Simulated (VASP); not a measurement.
# InSb (I4/mmm) in VASP: further runs, part 4 of 4

VASP 6.6.1. Earlier steps stand in the parts before.

## Step 5: Single point, PBEsol (25.31 Å³/atom)

This run uses another cell than the first one, of 25.31 Å³/atom.

Input file INCAR:

```
PREC     = Accurate       # precision mode
ENCUT    = 520            # plane-wave cutoff, eV
EDIFF    = 1E-7           # SCF threshold, eV
ISMEAR   = 0              # smearing method
SIGMA    = 0.15           # smearing width, eV
LREAL    = False          # projectors in reciprocal space
LASPH    = True           # aspherical terms in the spheres
NELM     = 60             # most SCF steps
ALGO     = Normal         # electronic algorithm
ISIF     = 2              # what is computed and relaxed
LWAVE    = False          # write WAVECAR
LCHARG   = False          # write CHGCAR
GGA      = PS             # functional
NBANDS   = 16             # bands
```

Input file KPOINTS:

```
regular mesh
0
Gamma
  14 14 14
```

Input file POSCAR:

```
InSb
1.0
    0.0000000000      3.0570783235      2.7076542711
    3.0570783235      0.0000000000      2.7076542711
    3.0570783235      3.0570783235      0.0000000000
In Sb
1 1
Direct
    0.0000000000      0.0000000000      0.0000000000
    0.5000000000      0.5000000000      0.5000000000
```

Potentials or basis: VASP PAW PBE potentials, release 64 (In_d, Sb).

Run with:

```sh
$ cat potpaw_PBE.64/In_d/POTCAR potpaw_PBE.64/Sb/POTCAR > POTCAR
$ mpirun -np 1 vasp_std > vasp.out
```

OUTCAR:

```text
PREC = Accurate
   ENCUT = 520
   EDIFF = 1E-7
   ISMEAR = 0
   LREAL = False
   LASPH = True
   NELM = 60
   ISIF = 2
   GGA = PS

 ion  position               nearest neighbor table
   1  0.000  0.000  0.000-   2 2.71   2 2.71   2 3.06   2 3.06   2 3.06   2 3.06
   2  0.500  0.500  0.500-   1 2.71   1 2.71   1 3.06   1 3.06   1 3.06   1 3.06

  LATTYP: Found a body centered tetragonal cell.
 ALAT       =     4.3233616263
 C/A-ratio  =     1.2525689522

  Lattice vectors:

 A1 = (   0.0000000000,  -3.0570783235,  -2.7076542711)
 A2 = (   0.0000000000,   3.0570783235,  -2.7076542711)
 A3 = (   3.0570783235,   0.0000000000,   2.7076542711)

Analysis of symmetry for initial positions (statically):
=====================================================================
 Subroutine PRICEL returns:
 Original cell was already a primitive cell.

 Routine SETGRP: Setting up the symmetry group for a
 body centered tetragonal supercell.

 Subroutine GETGRP returns: Found 16 space group operations
 (whereof 16 operations were pure point group operations)
 out of a pool of 16 trial point group operations.

The static configuration has the point symmetry D_4h.

Analysis of symmetry for dynamics (positions and initial velocities):
=====================================================================
 Subroutine PRICEL returns:
 Original cell was already a primitive cell.

 Routine SETGRP: Setting up the symmetry group for a
 body centered tetragonal supercell.

 Subroutine GETGRP returns: Found 16 space group operations
 (whereof 16 operations were pure point group operations)
 out of a pool of 16 trial point group operations.

The dynamic configuration has the point symmetry D_4h.

 Subroutine INISYM returns: Found 16 space group operations
 (whereof 16 operations are pure point group operations),
 and found     1 'primitive' translations

----------------------------------------------------------------------------------------

                                     Primitive cell

  volume of cell :      50.6100

  direct lattice vectors                    reciprocal lattice vectors
     0.000000000  3.057078323  2.707654271    -0.163554854  0.163554854  0.184661685
     3.057078323  0.000000000  2.707654271     0.163554854 -0.163554854  0.184661685
     3.057078323  3.057078323  0.000000000     0.163554854  0.163554854 -0.184661685

  length of vectors
     4.083762913  4.083762913  4.323361626     0.295973510  0.295973510  0.295973510

  position of ions in fractional coordinates (direct lattice)
     0.000000000  0.000000000  0.000000000
     0.500000000  0.500000000  0.500000000

  ion indices of the primitive-cell ions
   primitive index   ion index
                 1           1
                 2           2

----------------------------------------------------------------------------------------

 KPOINTS: regular mesh

Automatic generation of k-mesh.
 Grid dimensions read from file:
 generate k-points for:   14   14   14

 Generating k-lattice:

  Cartesian coordinates                     Fractional coordinates (reciprocal lattice)
    -0.011682490  0.011682490  0.013190120     0.071428571  0.000000000  0.000000000
     0.011682490 -0.011682490  0.013190120     0.000000000  0.071428571  0.000000000
     0.011682490  0.011682490 -0.013190120     0.000000000  0.000000000  0.071428571

  Length of vectors
     0.021140965  0.021140965  0.021140965

  Shift w.r.t. Gamma in fractional coordinates (k-lattice)
     0.000000000  0.000000000  0.000000000

 Subroutine IBZKPT returns following result:
 ===========================================

 Found    244 irreducible k-points:

 Following reciprocal coordinates:
            Coordinates               Weight
  0.000000  0.000000  0.000000      1.000000
  0.071429  0.000000  0.000000      8.000000
  0.142857  0.000000  0.000000      8.000000
  0.214286  0.000000  0.000000      8.000000
  0.285714  0.000000  0.000000      8.000000
  0.357143  0.000000  0.000000      8.000000
[... 16 lines left out ...]
  0.214286  0.142857  0.000000      8.000000
  0.285714  0.142857  0.000000      8.000000
 [... further k-points ...]
   k-points           NKPTS =    244   k-points in BZ     NKDIM =    244   number of bands    NBANDS=     16
   number of dos      NEDOS =    301   number of ions     NIONS =      2
   total plane-waves  NPLWV =  28800
   dimension x,y,z NGX =    30 NGY =   30 NGZ =   32
   dimension x,y,z NGXF=    60 NGYF=   60 NGZF=   64
   ions per type =               1   1
   NGX,Y,Z   is equivalent  to a cutoff of  12.21, 12.21, 12.30 a.u.
   NGXF,Y,Z  is equivalent  to a cutoff of  24.43, 24.43, 24.61 a.u.
 SYSTEM =  unknown system
   PREC   = accura    normal or accurate (medium, high low for compatibility)
   ISTART =      0    job   : 0-new  1-cont  2-samecut
   ICHARG =      2    charge: 1-file 2-atom 10-const
   ISPIN  =      1    spin polarized calculation?
   LNONCOLLINEAR =      F non collinear calculations
   LSORBIT =      F    spin-orbit coupling
   LASPH  =      T    aspherical Exc in radial PAW
   ENCUT  =  520.0 eV  38.22 Ry    6.18 a.u.   7.59  7.59  8.04*2*pi/ulx,y,z
   NELM   =     60;   NELMIN=  2; NELMDL= -5     # of ELM steps
   EDIFF  = 0.1E-06   stopping-criterion for ELM
   LREAL  =      F    real-space projection
   EDIFFG = 0.1E-05   stopping-criterion for IOM
   NSW    =      0    number of steps for IOM
   IBRION =     -1    ionic relax: 0-MD 1-quasi-New 2-CG
   NFREE  =      0    steps in history (QN), initial steepest desc. (CG)
   ISIF   =      2    stress and relaxation
   ISYM   =      2    0-nonsym 1-usesym 2-fastsym
   POTIM  = 0.5000    time-step for ionic-motion
   TEBEG  =    0.0;   TEEND  =   0.0 temperature during run
   PSTRESS=    0.0 pullay stress
   NELECT =      18.0000    total number of electrons
   NUPDOWN=      -1.0000    fix difference up-down
   EMIN   =  10.00;   EMAX   =-10.00  energy-range for DOS
   EFERMI =   0.00;   METHOD = LEGACY
   ISMEAR =     0;   SIGMA  =   0.15  broadening in eV -4-tet -1-fermi 0-gaus
   EFERMI_NEDOS =   21; number of points for ismear=-14 and -15
   IALGO  =     38    algorithm
   IMIX   =      4    mixing-type and parameters
     AMIX     =   0.40;   BMIX     =  1.00
     AMIX_MAG =   1.60;   BMIX_MAG =  1.00
  volume/ion in A,a.u.               =      25.31       170.77
  Fermi-wavevector in a.u.,A,eV,Ry     =   1.159899  2.191892 18.304815  1.345366
  Thomas-Fermi vector in A             =   2.296487
   LORBIT       =      0    0 simple, 1 ext, 2 COOP (PROOUT), +10 PAW based schemes
   GGA     = PS    functional components
   LHFCALC =     F    Hartree Fock is set to
   AEXX    =    0.0000 exact exchange contribution
   IVDW    =     0    specifies the selected vdW correction
   LEPSILON=     F    determine dielectric tensor
   LRPA    =     F    only Hartree local field effects (RPA)
 non-spin polarized calculation
 Gauss-broadening in eV      SIGMA  =   0.15
  energy-cutoff  :      520.00
  volume of cell :       50.61
 maximum number of plane-waves:      1378
   NGX = 15   NGY = 15   NGZ = 17

 number of electron      18.0000002 magnetization

 Free energy of the ion-electron system (eV)
  ---------------------------------------------------
  ext. energy  EPLUGINS =         0.00000000
  ---------------------------------------------------
  free energy    TOTEN  =        -7.20987789 eV

  energy without entropy =       -7.19474827  energy(sigma->0) =       -7.20231308

 E-fermi :   8.1305     XC(G=0): -10.4611

 val. band max:        8.1303824178   @ k =   0.2857   0.0714   0.1429
 cond. band min:       8.1363067813   @ k =   0.4286   0.0714   0.0000
 fundamental gap:      0.0059243635
 Fermi energy:         8.1304848019

 k-point     1 :       0.0000    0.0000    0.0000
  band No.  band energies     occupation
      1      -6.5855      2.00000
      2      -6.4647      2.00000
      3      -6.4647      2.00000
      4      -6.4346      2.00000
      5      -6.3788      2.00000
      6      -3.7834      2.00000
[... 8 lines left out ...]
     15      14.9431      0.00000
     16      15.3840      0.00000
[... 419 lines left out ...]
 k-point    24 :       0.2857    0.1429    0.0000
  band No.  band energies     occupation
      1      -6.6288      2.00000
      2      -6.4550      2.00000
      3      -6.4453      2.00000
      4      -6.4076      2.00000
      5      -6.3902      2.00000
      6      -2.7928      2.00000
[... 8 lines left out ...]
     15      17.5347      0.00000
     16      17.5822      0.00000

 [... further k-points ...]

------------------------ aborting loop because EDIFF is reached ----------------------------------------

  FORCE on cell =-STRESS in cart. coord.  units (eV):
  Direction    XX          YY          ZZ          XY          YZ          ZX
  --------------------------------------------------------------------------------------
  -------------------------------------------------------------------------------------
  Total        0.3466060      0.3466060      7.1598694      0.0000000      0.0000000      0.0000000
  in kB       10.9726180     10.9726180    226.6623292      0.0000000      0.0000000      0.0000000
  external PRESSURE =      82.8691884 kB  Pullay stress =       0.0000000 kB

 VOLUME and BASIS-vectors are now :
 -----------------------------------------------------------------------------
  energy-cutoff  :      520.00
  volume of cell :       50.61
      direct lattice vectors                 reciprocal lattice vectors
     0.000000000  3.057078323  2.707654271    -0.163554854  0.163554854  0.184661685
     3.057078323  0.000000000  2.707654271     0.163554854 -0.163554854  0.184661685
     3.057078323  3.057078323  0.000000000     0.163554854  0.163554854 -0.184661685

 POSITION                                       TOTAL-FORCE (eV/Angst)
 -----------------------------------------------------------------------------------
      0.00000      0.00000      0.00000         0.000000      0.000000      0.000000
      3.05708      3.05708      2.70765         0.000000      0.000000      0.000000
 -----------------------------------------------------------------------------------
    total drift:                               -0.000000      0.000000      0.000000

  FREE ENERGIE OF THE ION-ELECTRON SYSTEM (eV)
  ---------------------------------------------------
  free  energy   TOTEN  =        -7.2098778886 eV

  energy  without entropy=       -7.1947482737  energy(sigma->0) =       -7.20231308
```

Run time: 88 s. Hardware: 1 thread of Intel Xeon 6975P-C (Granite Rapids), shared host; peak memory 0.33 GiB.

What came out:

```yaml
Free_energy: -7.2099 eV
Pressure: 8.3 GPa
Band_gap_on_the_k_mesh: zero (bands 9 and 10 overlap by 3.57 eV)
```

Levels at points of the mesh, in eV from the Fermi level:
| k point | band 5 | band 6 | band 7 | band 8 | band 9 | band 10 | band 11 | band 12 | band 13 | band 14 |
| --- | --- | --- | --- | --- | --- | --- | --- | --- | --- | --- |
| (0.00, 0.00, 0.00) | -14.51 | -11.91 | -1.02 | 0.39 | 0.39 | 0.65 | 5.24 | 5.24 | 6.11 | 6.11 |
| (0.50, 0.00, 0.00) | -14.50 | -9.75 | -7.19 | 0.04 | 0.54 | 1.72 | 1.95 | 3.71 | 4.28 | 10.14 |
| (0.50, 0.50, 0.00) | -14.51 | -7.95 | -5.21 | -4.00 | -2.96 | -2.96 | 2.59 | 8.91 | 8.91 | 10.86 |
| (0.50, 0.00, 0.50) | -14.47 | -9.14 | -5.26 | -3.04 | -2.68 | -1.59 | 3.24 | 7.26 | 10.59 | 11.47 |

Caveat: the stress differs along the axes, from 1 to 23 GPa; the PAW data sets were made with another functional, which shifts forces and pressure a little; spin-orbit coupling is left out, which moves the levels of the heavy elements.

## Step 6: Single point, PBEsol (25.30 Å³/atom)

This run uses another cell than the first one, of 25.30 Å³/atom.

Input file INCAR:

```
ALGO     = Normal         # electronic algorithm
EDIFF    = 1E-7           # SCF threshold, eV
ENCUT    = 520            # plane-wave cutoff, eV
GGA      = PS             # functional
ISIF     = 2              # what is computed and relaxed
ISMEAR   = 0              # smearing method
LASPH    = True           # aspherical terms in the spheres
LCHARG   = True           # write CHGCAR
LELF     = True           # ELF
LREAL    = False          # projectors in reciprocal space
LVHAR    = True         
LWAVE    = False          # write WAVECAR
NBANDS   = 16             # bands
NELM     = 60             # most SCF steps
PREC     = Accurate       # precision mode
SIGMA    = 0.15           # smearing width, eV
```

Input file KPOINTS:

```
k-points
0
Gamma
  14 14 14
```

Input file POSCAR:

```
InSb
1.0
    0.0000000000      2.8194915666      3.1832059787
    2.8194915666      0.0000000000      3.1832059787
    2.8194915666      2.8194915666      0.0000000000
In Sb
1 1
Direct
    0.0000000000      0.0000000000      0.0000000000
    0.5000000000      0.5000000000      0.5000000000
```

Potentials or basis: VASP PAW PBE potentials, release 64 (In_d, Sb).

Run with:

```sh
$ cat potpaw_PBE.64/In_d/POTCAR potpaw_PBE.64/Sb/POTCAR > POTCAR
$ mpirun -np 1 vasp_std > vasp.out
```

Wall time 75 s (1 thread of Intel Xeon 6975P-C (Granite Rapids), shared host); peak memory 0.34 GiB.

The run converged. Its results:

```
Free energy            : -7.2744 eV
Pressure               : 7.9 GPa
Band gap on the k mesh : zero (bands 9 and 10 overlap by 3.14 eV)
```

Stress tensor (GPa, compression positive):
```
12.66  0.00  0.00
 0.00 12.66  0.00
 0.00  0.00 -1.60
```

Levels at points of the mesh, in eV from the Fermi level:
| k point | band 6 | band 7 | band 8 | band 9 | band 10 | band 11 | band 12 | band 13 |
| --- | --- | --- | --- | --- | --- | --- | --- | --- |
| (0.00, 0.00, 0.00) | -11.95 | -0.52 | -0.52 | 0.62 | 0.65 | 4.32 | 5.80 | 6.58 |
| (0.50, 0.00, 0.00) | -9.76 | -7.22 | -0.13 | 0.82 | 1.40 | 2.90 | 2.99 | 4.10 |
| (0.50, 0.50, 0.00) | -9.61 | -5.23 | -2.22 | -2.19 | -2.19 | 3.34 | 9.57 | 9.57 |
| (0.50, 0.00, 0.50) | -8.28 | -5.29 | -3.68 | -3.44 | -2.02 | 2.83 | 7.08 | 10.29 |

Caveat: the stress differs along the axes, from -2 to 13 GPa; the PAW data sets were made with another functional, which shifts forces and pressure a little; spin-orbit coupling is left out, which moves the levels of the heavy elements.

## Step 7: The runs side by side

```tsv
cell	gap on the mesh (eV)	pressure (GPa)
a = 4.272, b = 4.272, c = 4.523 Å, angles 58.0, 58.0, 63.9°, 2 atoms	none	-0.8
a = 4.552, b = 4.552, c = 4.122 Å, angles 63.1, 63.1, 53.8°, 2 atoms	none	-0.7
a = 4.428, b = 4.428, c = 4.292 Å, angles 61.0, 61.0, 58.0°, 2 atoms	none	-3.3
a = 4.084, b = 4.084, c = 4.323 Å, angles 58.0, 58.0, 63.9°, 2 atoms	none	8.3
a = 4.252, b = 4.252, c = 3.987 Å, angles 62.0, 62.0, 55.9°, 2 atoms	none	7.9
```

Alike in all rows: task single point; level PBEsol; potentials or basis VASP PAW PBE potentials, release 64 (In_d, Sb); no spin polarisation; k mesh 14 × 14 × 14; cutoff (eV) 520; smearing gaussian 0.15 eV.

Caveats: the PAW data sets were made with another functional, which shifts forces and pressure a little; spin-orbit coupling is left out, which moves the levels of the heavy elements; the stress differs along the axes, from -5 to 7 GPa (at least some runs); the stress differs along the axes, from -7 to 2 GPa (at least some runs); the cell stands under tension (at least some runs); the stress differs along the axes, from 1 to 23 GPa (at least some runs); the stress differs along the axes, from -2 to 13 GPa (at least some runs).

Total energies depend on the potentials used, so only differences within one code and one set of settings carry meaning.
